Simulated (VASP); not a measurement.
Write the native input for VASP 6.6.1 that does the following.

```
Task                   : single point
Functional             : r2SCAN
Potentials or basis    : VASP PAW PBE potentials, release 64 (Fe)
Cutoff                 : 520 eV
k mesh                 : 14 × 14 × 14
Occupations            : fermi-dirac, width 0.1 eV
Spin                   : collinear spin, ferromagnetic start
Starting moments       : [2.46] μB
Fixed moment           : 2.46 μB
Dipole correction      : no
Further INCAR settings : ALGO = Normal; EDIFF = 1e-06; NBANDS = 14
```

The system is Fe.

```
Fe
1.0
    -1.46400    1.46400    1.46400
     1.46400   -1.46400    1.46400
     1.46400    1.46400   -1.46400
Fe
1
Direct
  0.00000 0.00000 0.00000
```

The input as run:

POSCAR

```
Fe
1.0
   -1.4640000000      1.4640000000      1.4640000000
    1.4640000000     -1.4640000000      1.4640000000
    1.4640000000      1.4640000000     -1.4640000000
Fe
1
Direct
    0.0000000000      0.0000000000      0.0000000000
```

INCAR.step1

```
PREC = Accurate ; ENCUT = 520
ISMEAR = -1 ; SIGMA = 0.1
LREAL = False ; LASPH = True
NELM = 150 ; ISPIN = 2
MAGMOM = 2.46 ; NUPDOWN = 2.46
LMAXMIX = 4 ; NBANDS = 14
GGA = PE ; ALGO = Normal
EDIFF = 1E-4 ; LWAVE = True
LCHARG = False
```

INCAR.step2

```
PREC = Accurate ; ENCUT = 520
EDIFF = 1E-6 ; ISMEAR = -1
SIGMA = 0.1 ; LREAL = False
LASPH = True ; NELM = 150
ALGO = Normal ; ISIF = 2
LWAVE = False ; LCHARG = True
ISPIN = 2 ; MAGMOM = 2.46
LORBIT = 11 ; NUPDOWN = 2.46
LMAXMIX = 4 ; METAGGA = R2SCAN
LMIXTAU = True ; LELF = True
LVHAR = True ; NBANDS = 14
ISTART = 1
```

KPOINTS

```
regular mesh
0
Gamma
  14 14 14
```

Potentials or basis: VASP PAW PBE potentials, release 64 (Fe).

The run is started by

```bash
$ cat potpaw_PBE.64/Fe/POTCAR > POTCAR
$ cp INCAR.step1 INCAR
$ mpirun -np 1 vasp_std > vasp.out
$ cp INCAR.step2 INCAR
$ mpirun -np 1 vasp_std > vasp.out
```

It gave:

The pressure is -15.9 GPa and the net moment is 2.46 μB per cell. The site moments are Fe +2.56 μB and the valence electrons inside the program's atomic spheres are Fe 7.08.

Caveat: the PAW data sets were made with another functional, which shifts forces and pressure a little; the total moment is fixed, so each spin has its own Fermi level.

Wall time 77 s on 1 thread of AMD EPYC 9R45 (Zen 5), on a shared host, peak memory 0.12 GiB.
